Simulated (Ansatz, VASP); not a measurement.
## Two plane-wave programs on Eu

```
Eu
1.0
     2.42621    0.00000    0.00000
     0.00000    2.42621    0.00000
     0.00000    0.00000    2.42621
Eu
1
Direct
  0.00000 0.00000 0.00000
```

Change from the starting cell: volume scaled by 0.43, PAW files.

Alike in both runs: task single point; functional LDA; k mesh 11 × 11 × 11; occupations fermi-dirac, width 0.05 eV; collinear spin.

|  | VASP | Ansatz |
| --- | --- | --- |
| version | VASP 6.6.1 | Ansatz 0.2.0 |
| potentials or method | VASP PAW PBE potentials, release 64 (Eu) | PAW with Ansatz's default frozen-core files, scalar-relativistic |
| plane-wave cutoff (eV) | 520 | 420 |
| valence electrons in the cell | 17 | 17 |

Ansatz gave:

| Quantity | Value |
| --- | --- |
| pressure (GPa) | 94.7 |
| net moment per atom (μB) | 6.31 |
| size of the moment on the site where the two differ most (μB) | 6.10 |

Task: What did VASP give for the same quantities?

Result: Pressure (GPa): 96.9; net moment per atom (μB): 6.25; size of the moment on the site where the two differ most (μB): 6.17.

VASP's potentials were made for PBE, not for LDA. LDA's correlation is that of Perdew and Zunger in VASP and of Perdew and Wang (1992) in Ansatz. Site moments also hang on the region over which each program counts them. Both programs put the cell under a high pressure, so it lies far from rest at this level.

Spin-orbit coupling is off throughout. Noted on VASP's run: the cell as given lies far from equilibrium.
